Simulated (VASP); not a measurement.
# NaF (I4/mmm) in VASP: further runs

NaF is run at these levels: PBE; tasks: single point.

All numbers are computed with VASP 6.6.1; they aren't measurements. Logs are shortened: lines on timing, memory, paths and dates and some standing lists are left out, and cuts for length are marked.

### 1 The cell of the first run

It takes space group I4/mmm (No. 139, tetragonal). The conventional cell has a = 3.286 Å, b = 3.286 Å, c = 4.740 Å, α = 90.00°, β = 90.00°, γ = 90.00°. Na (site symmetry 4/mmm) has 6 F at 2.32 to 2.37 Å within 3.1 Å. Within 3.1 Å of F (site symmetry 4/mmm) lie 6 Na at 2.32 to 2.37 Å.

### 2 Single point, PBE (strain +0.0200 x Voigt [0, 0, 1, 0, 0, 0])

File INCAR:

```
ALGO = Normal ; EDIFF = 1E-7
ENCUT = 520 ; GGA = PE
ISIF = 2 ; ISMEAR = 0
LASPH = T ; LCHARG = F
LREAL = F ; LWAVE = F
NBANDS = 14 ; NELM = 60
PREC = Accurate ; SIGMA = 0.05
```

File KPOINTS:

```
k-points
0
Gamma
  8 8 8
```

File POSCAR:

```
NaF
1.0
    0.0000000000      2.3233000000      2.3697660000
    2.3233000000      0.0000000000      2.3697660000
    2.3233000000      2.3233000000      0.0000000000
Na F
1 1
Direct
    0.0000000000      0.0000000000      0.0000000000
    0.5000000000      0.5000000000      0.5000000000
```

Potentials or basis: VASP PAW PBE potentials, release 64 (Na_pv, F).

On the command line:

```
cat potpaw_PBE.64/Na_pv/POTCAR potpaw_PBE.64/F/POTCAR > POTCAR
mpirun -np 1 vasp_std > vasp.out
```

OUTCAR:

```text
EDIFF = 1E-7
   ENCUT = 520
   GGA = PE
   ISIF = 2
   ISMEAR = 0
   LASPH = T
   LREAL = F
   NELM = 60
   PREC = Accurate

 ion  position               nearest neighbor table
   1  0.000  0.000  0.000-   2 2.32   2 2.32   2 2.32   2 2.32
   2  0.500  0.500  0.500-   1 2.32   1 2.32   1 2.32   1 2.32

  LATTYP: Found a body centered tetragonal cell.
 ALAT       =     3.2856423695
 C/A-ratio  =     1.4424978336

  Lattice vectors:

 A1 = (  -2.3233000000,   0.0000000000,   2.3697660000)
 A2 = (   2.3233000000,   0.0000000000,   2.3697660000)
 A3 = (   0.0000000000,   2.3233000000,  -2.3697660000)

Analysis of symmetry for initial positions (statically):
=====================================================================
 Subroutine PRICEL returns:
 Original cell was already a primitive cell.

 Routine SETGRP: Setting up the symmetry group for a
 body centered tetragonal supercell.

 Subroutine GETGRP returns: Found 16 space group operations
 (whereof 16 operations were pure point group operations)
 out of a pool of 16 trial point group operations.

The static configuration has the point symmetry D_4h.

Analysis of symmetry for dynamics (positions and initial velocities):
=====================================================================
 Subroutine PRICEL returns:
 Original cell was already a primitive cell.

 Routine SETGRP: Setting up the symmetry group for a
 body centered tetragonal supercell.

 Subroutine GETGRP returns: Found 16 space group operations
 (whereof 16 operations were pure point group operations)
 out of a pool of 16 trial point group operations.

The dynamic configuration has the point symmetry D_4h.

 Subroutine INISYM returns: Found 16 space group operations
 (whereof 16 operations are pure point group operations),
 and found     1 'primitive' translations

----------------------------------------------------------------------------------------

                                     Primitive cell

  volume of cell :      25.5827

  direct lattice vectors                    reciprocal lattice vectors
     0.000000000  2.323300000  2.369766000    -0.215211122  0.215211122  0.210991296
     2.323300000  0.000000000  2.369766000     0.215211122 -0.215211122  0.210991296
     2.323300000  2.323300000  0.000000000     0.215211122  0.215211122 -0.210991296

  length of vectors
     3.318661445  3.318661445  3.285642369     0.370336308  0.370336308  0.370336308

  position of ions in fractional coordinates (direct lattice)
     0.000000000  0.000000000  0.000000000
     0.500000000  0.500000000  0.500000000

  ion indices of the primitive-cell ions
   primitive index   ion index
                 1           1
                 2           2

----------------------------------------------------------------------------------------

 KPOINTS: k-points

Automatic generation of k-mesh.
 Grid dimensions read from file:
 generate k-points for:    8    8    8

 Generating k-lattice:

  Cartesian coordinates                     Fractional coordinates (reciprocal lattice)
    -0.026901390  0.026901390  0.026373912     0.125000000  0.000000000  0.000000000
     0.026901390 -0.026901390  0.026373912     0.000000000  0.125000000  0.000000000
     0.026901390  0.026901390 -0.026373912    -0.000000000 -0.000000000  0.125000000

  Length of vectors
     0.046292039  0.046292039  0.046292039

  Shift w.r.t. Gamma in fractional coordinates (k-lattice)
     0.000000000  0.000000000  0.000000000

 Subroutine IBZKPT returns following result:
 ===========================================

 Found     59 irreducible k-points:

 Following reciprocal coordinates:
            Coordinates               Weight
  0.000000  0.000000  0.000000      1.000000
  0.125000 -0.000000  0.000000      8.000000
  0.250000 -0.000000  0.000000      8.000000
  0.375000 -0.000000  0.000000      8.000000
  0.500000 -0.000000  0.000000      4.000000
  0.125000  0.125000  0.000000      2.000000
[... 16 lines left out ...]
  0.250000 -0.000000  0.125000     16.000000
  0.375000  0.000000  0.125000     16.000000
 [... further k-points ...]
   k-points           NKPTS =     59   k-points in BZ     NKDIM =     59   number of bands    NBANDS=     14
   number of dos      NEDOS =    301   number of ions     NIONS =      2
   total plane-waves  NPLWV =  18816
   dimension x,y,z NGX =    28 NGY =   28 NGZ =   24
   dimension x,y,z NGXF=    56 NGYF=   56 NGZF=   48
   ions per type =               1   1
   NGX,Y,Z   is equivalent  to a cutoff of  14.03, 14.03, 12.14 a.u.
   NGXF,Y,Z  is equivalent  to a cutoff of  28.05, 28.05, 24.29 a.u.
 SYSTEM =  unknown system
   PREC   = accura    normal or accurate (medium, high low for compatibility)
   ISTART =      0    job   : 0-new  1-cont  2-samecut
   ICHARG =      2    charge: 1-file 2-atom 10-const
   ISPIN  =      1    spin polarized calculation?
   LNONCOLLINEAR =      F non collinear calculations
   LSORBIT =      F    spin-orbit coupling
   LASPH  =      T    aspherical Exc in radial PAW
   ENCUT  =  520.0 eV  38.22 Ry    6.18 a.u.   6.17  6.17  6.11*2*pi/ulx,y,z
   NELM   =     60;   NELMIN=  2; NELMDL= -5     # of ELM steps
   EDIFF  = 0.1E-06   stopping-criterion for ELM
   LREAL  =      F    real-space projection
   EDIFFG = 0.1E-05   stopping-criterion for IOM
   NSW    =      0    number of steps for IOM
   IBRION =     -1    ionic relax: 0-MD 1-quasi-New 2-CG
   NFREE  =      0    steps in history (QN), initial steepest desc. (CG)
   ISIF   =      2    stress and relaxation
   ISYM   =      2    0-nonsym 1-usesym 2-fastsym
   POTIM  = 0.5000    time-step for ionic-motion
   TEBEG  =    0.0;   TEEND  =   0.0 temperature during run
   PSTRESS=    0.0 pullay stress
   NELECT =      14.0000    total number of electrons
   NUPDOWN=      -1.0000    fix difference up-down
   EMIN   =  10.00;   EMAX   =-10.00  energy-range for DOS
   EFERMI =   0.00;   METHOD = LEGACY
   ISMEAR =     0;   SIGMA  =   0.05  broadening in eV -4-tet -1-fermi 0-gaus
   EFERMI_NEDOS =   21; number of points for ismear=-14 and -15
   IALGO  =     38    algorithm
   IMIX   =      4    mixing-type and parameters
     AMIX     =   0.40;   BMIX     =  1.00
     AMIX_MAG =   1.60;   BMIX_MAG =  1.00
  volume/ion in A,a.u.               =      12.79        86.32
  Fermi-wavevector in a.u.,A,eV,Ry     =   1.339067  2.530469 24.396596  1.793099
  Thomas-Fermi vector in A             =   2.467488
   LORBIT       =      0    0 simple, 1 ext, 2 COOP (PROOUT), +10 PAW based schemes
   GGA     = PE    functional components
   LHFCALC =     F    Hartree Fock is set to
   AEXX    =    0.0000 exact exchange contribution
   IVDW    =     0    specifies the selected vdW correction
   LEPSILON=     F    determine dielectric tensor
   LRPA    =     F    only Hartree local field effects (RPA)
 non-spin polarized calculation
 Gauss-broadening in eV      SIGMA  =   0.05
  energy-cutoff  :      520.00
  volume of cell :       25.58
 maximum number of plane-waves:       701
 NGX is ok and might be reduce to    28
   NGX = 13   NGY = 13   NGZ = 13

 number of electron      14.0000001 magnetization

 Free energy of the ion-electron system (eV)
  ---------------------------------------------------
  ext. energy  EPLUGINS =         0.00000000
  ---------------------------------------------------
  free energy    TOTEN  =        -8.56674266 eV

  energy without entropy =       -8.56674266  energy(sigma->0) =       -8.56674266

 E-fermi :  -1.9491     XC(G=0):  -9.0218

 val. band max:       -2.2021437777   @ k =   0.0000   0.0000   0.0000
 cond. band min:       3.9470730965   @ k =   0.0000   0.0000   0.0000
 fundamental gap:      6.1492168742
 Fermi energy:        -1.9490535457

 k-point     1 :       0.0000    0.0000    0.0000
  band No.  band energies     occupation
      1     -21.3316      2.00000
      2     -21.2382      2.00000
      3     -21.2304      2.00000
      4     -21.2304      2.00000
      5      -2.2039      2.00000
      6      -2.2039      2.00000
      7      -2.2021      2.00000
      8       3.9471      0.00000
      9      16.4855      0.00000
     10      16.6218      0.00000
     11      16.6218      0.00000
     12      19.3836      0.00000
     13      21.2467      0.00000
     14      21.8064      0.00000

 k-point     2 :       0.1250   -0.0000    0.0000
  band No.  band energies     occupation
      1     -21.5692      2.00000
      2     -21.2381      2.00000
      3     -21.2318      2.00000
      4     -20.9759      2.00000
      5      -2.4881      2.00000
      6      -2.2400      2.00000
      7      -2.2387      2.00000
      8       4.4829      0.00000
      9      14.8568      0.00000
     10      16.7460      0.00000
     11      16.8573      0.00000
     12      20.6716      0.00000
     13      21.1737      0.00000
     14      21.2074      0.00000

 k-point     3 :       0.2500   -0.0000    0.0000
  band No.  band energies     occupation
      1     -21.7939      2.00000
      2     -21.2429      2.00000
      3     -21.2349      2.00000
      4     -20.7052      2.00000
      5      -3.0668      2.00000
      6      -2.3287      2.00000
      7      -2.3216      2.00000
      8       5.7817      0.00000
      9      12.7670      0.00000
     10      17.1938      0.00000
     11      17.3856      0.00000
     12      20.0501      0.00000
     13      20.4537      0.00000
     14      21.7345      0.00000
[... 324 lines left out ...]
 k-point    23 :       0.2500   -0.0000    0.1250
  band No.  band energies     occupation
      1     -21.7376      2.00000
      2     -21.2503      2.00000
      3     -21.2424      2.00000
      4     -20.7567      2.00000
      5      -2.9489      2.00000
      6      -2.3514      2.00000
      7      -2.3453      2.00000
      8       5.6860      0.00000
      9      13.1299      0.00000
     10      16.8461      0.00000
     11      16.9386      0.00000
     12      18.6335      0.00000
     13      21.7007      0.00000
     14      23.4139      0.00000

 k-point    24 :       0.3750    0.0000    0.1250
  band No.  band energies     occupation
      1     -21.8650      2.00000
      2     -21.2551      2.00000
      3     -21.2464      2.00000
      4     -20.5899      2.00000
      5      -3.3862      2.00000
      6      -2.4657      2.00000
      7      -2.4309      2.00000
      8       7.1664      0.00000
      9      11.5641      0.00000
     10      16.6690      0.00000
     11      17.1451      0.00000
     12      18.5710      0.00000
     13      21.4173      0.00000
     14      23.2581      0.00000

 [... further k-points ...]

------------------------ aborting loop because EDIFF is reached ----------------------------------------

  FORCE on cell =-STRESS in cart. coord.  units (eV):
  Direction    XX          YY          ZZ          XY          YZ          ZX
  --------------------------------------------------------------------------------------
  -------------------------------------------------------------------------------------
  Total        0.1772253      0.1772253     -0.0559741      0.0000000      0.0000000     -0.0000000
  in kB       11.0991657     11.0991657     -3.5055107      0.0000000      0.0000000     -0.0000000
  external PRESSURE =       6.2309402 kB  Pullay stress =       0.0000000 kB

 VOLUME and BASIS-vectors are now :
 -----------------------------------------------------------------------------
  energy-cutoff  :      520.00
  volume of cell :       25.58
      direct lattice vectors                 reciprocal lattice vectors
     0.000000000  2.323300000  2.369766000    -0.215211122  0.215211122  0.210991296
     2.323300000  0.000000000  2.369766000     0.215211122 -0.215211122  0.210991296
     2.323300000  2.323300000  0.000000000     0.215211122  0.215211122 -0.210991296

 POSITION                                       TOTAL-FORCE (eV/Angst)
 -----------------------------------------------------------------------------------
      0.00000      0.00000      0.00000         0.000000     -0.000000     -0.000000
      2.32330      2.32330      2.36977        -0.000000      0.000000      0.000000
 -----------------------------------------------------------------------------------
    total drift:                                0.000000      0.000000      0.000000

  FREE ENERGIE OF THE ION-ELECTRON SYSTEM (eV)
  ---------------------------------------------------
  free  energy   TOTEN  =        -8.5667426609 eV

  energy  without entropy=       -8.5667426609  energy(sigma->0) =       -8.56674266
```

Wall time 15 s (1 thread of Intel Xeon Platinum 8259CL at 2.50GHz (Skylake/Cascade Lake), shared host); peak memory 0.15 GiB.

Results:

| Property | Result |
| --- | --- |
| Free energy | -8.5667 eV |
| Pressure | 0.6 GPa |
| Band gap on the k mesh | 6.15 eV |

Stress tensor (GPa, compression positive):
```
 1.11  0.00  0.00
 0.00  1.11  0.00
 0.00  0.00 -0.35
```

Caveat: the cell differs from its parent crystal (strain +0.0200 x Voigt [0, 0, 1, 0, 0, 0]).

### 3 Single point, PBE (strain +0.0100 x Voigt [0, 0, 1, 0, 0, 0])

File INCAR:

```
ALGO = Normal ; EDIFF = 1E-6
ENCUT = 520 ; GGA = PE
ISIF = 2 ; ISMEAR = 0
LASPH = True ; LCHARG = True
LELF = True ; LREAL = False
LVHAR = True ; LWAVE = False
NBANDS = 14 ; NELM = 100
PREC = Accurate ; SIGMA = 0.05
```

KPOINTS is that of step 2.

File POSCAR:

```
NaF
1.0
    0.0000000000      2.3233000000      2.3465330000
    2.3233000000      0.0000000000      2.3465330000
    2.3233000000      2.3233000000      0.0000000000
Na F
1 1
Direct
    0.0000000000      0.0000000000      0.0000000000
    0.5000000000      0.5000000000      0.5000000000
```

Potentials or basis: VASP PAW PBE potentials, release 64 (Na_pv, F).

On the command line:

```
cat potpaw_PBE.64/Na_pv/POTCAR potpaw_PBE.64/F/POTCAR > POTCAR
mpirun -np 1 vasp_std > vasp.out
```

Run time: 14 s. Hardware: 1 thread of Intel Xeon Platinum 8259CL at 2.50GHz (Skylake/Cascade Lake), shared host; peak memory 0.15 GiB.

Results (log left out):

```yaml
Free_energy: -8.5662 eV
Pressure: 1.1 GPa
Band_gap_on_the_k_mesh: 6.20 eV
```

Stress tensor (GPa, compression positive):
```
1.32 0.00 0.00
0.00 1.32 0.00
0.00 0.00 0.53
```

Levels at points of the mesh, in eV from the valence-band top:
| k point | band 3 | band 4 | band 5 | band 6 | band 7 | band 8 | band 9 | band 10 | band 11 | band 12 |
| --- | --- | --- | --- | --- | --- | --- | --- | --- | --- | --- |
| (0.00, 0.00, 0.00) | -19.00 | -19.00 | 0.00 | 0.00 | 0.00 | 6.20 | 18.80 | 18.87 | 18.87 | 21.67 |
| (0.50, 0.00, 0.00) | -19.01 | -18.22 | -1.55 | -0.25 | -0.24 | 10.67 | 12.31 | 19.82 | 20.01 | 22.63 |
| (0.50, 0.50, 0.00) | -19.05 | -18.91 | -1.26 | -0.39 | -0.39 | 12.91 | 13.31 | 13.40 | 19.61 | 19.61 |
| (0.50, 0.00, 0.50) | -19.05 | -18.90 | -1.24 | -0.41 | -0.39 | 13.05 | 13.21 | 13.44 | 19.45 | 19.54 |

Caveat: the cell differs from its parent crystal (strain +0.0100 x Voigt [0, 0, 1, 0, 0, 0]).

### 4 Single point, PBE (strain +0.0175 x Voigt [0, 0, 1, 0, 0, 0])

File INCAR:

```
PREC = Accurate
ENCUT = 520
EDIFF = 1E-6
ISMEAR = 0
SIGMA = 0.05
LREAL = F
LASPH = T
NELM = 60
ALGO = Normal
ISIF = 2
LWAVE = F
LCHARG = T
GGA = PE
LELF = T
LVHAR = T
NBANDS = 14
```

File KPOINTS:

```
Automatic mesh
0
Gamma
  8 8 8
```

File POSCAR:

```
NaF
1.0
    0.0000000000      2.3233000000      2.3639577500
    2.3233000000      0.0000000000      2.3639577500
    2.3233000000      2.3233000000      0.0000000000
Na F
1 1
Direct
    0.0000000000      0.0000000000      0.0000000000
    0.5000000000      0.5000000000      0.5000000000
```

On the command line:

```
cat potpaw_PBE.64/Na_pv/POTCAR potpaw_PBE.64/F/POTCAR > POTCAR
mpirun -np 1 vasp_std > vasp.out
```

Run time: 15 s. Hardware: 1 thread of Intel Xeon Platinum 8259CL at 2.50GHz (Skylake/Cascade Lake), shared host; peak memory 0.15 GiB.

Results (log left out):

```
Free energy            : -8.5667 eV
Pressure               : 0.7 GPa
Band gap on the k mesh : 6.16 eV
```

Stress tensor (GPa, compression positive):
```
 1.15  0.00  0.00
 0.00  1.15  0.00
 0.00  0.00 -0.16
```

Levels at points of the mesh, in eV from the valence-band top:
| k point | band 3 | band 4 | band 5 | band 6 | band 7 | band 8 | band 9 | band 10 | band 11 | band 12 |
| --- | --- | --- | --- | --- | --- | --- | --- | --- | --- | --- |
| (0.00, 0.00, 0.00) | -19.02 | -19.02 | 0.00 | 0.00 | 0.00 | 6.16 | 18.72 | 18.84 | 18.84 | 21.61 |
| (0.50, 0.00, 0.00) | -19.03 | -18.24 | -1.53 | -0.25 | -0.24 | 10.62 | 12.25 | 19.68 | 20.00 | 22.48 |
| (0.50, 0.50, 0.00) | -19.07 | -18.90 | -1.25 | -0.38 | -0.38 | 12.79 | 13.31 | 13.33 | 19.58 | 19.58 |
| (0.50, 0.00, 0.50) | -19.07 | -18.90 | -1.23 | -0.42 | -0.39 | 13.02 | 13.16 | 13.38 | 19.29 | 19.45 |

Caveat: the cell differs from its parent crystal (strain +0.0175 x Voigt [0, 0, 1, 0, 0, 0]).

### 5 Overview

```csv
cell,gap on the mesh (eV),pressure (GPa)
"a = 3.319, b = 3.319, c = 3.286 Å, angles 60.3, 60.3, 59.3°, 2 atoms",6.15,0.6
"a = 3.302, b = 3.302, c = 3.286 Å, angles 60.2, 60.2, 59.7°, 2 atoms",6.20,1.1
"a = 3.315, b = 3.315, c = 3.286 Å, angles 60.3, 60.3, 59.4°, 2 atoms",6.16,0.7
```

Alike in all rows: task single point; level PBE; potentials or basis VASP PAW PBE potentials, release 64 (Na_pv, F); no spin polarisation; k mesh 8 × 8 × 8; cutoff (eV) 520; smearing gaussian 0.05 eV.

Absolute energies hang on the potentials; compare differences alone.
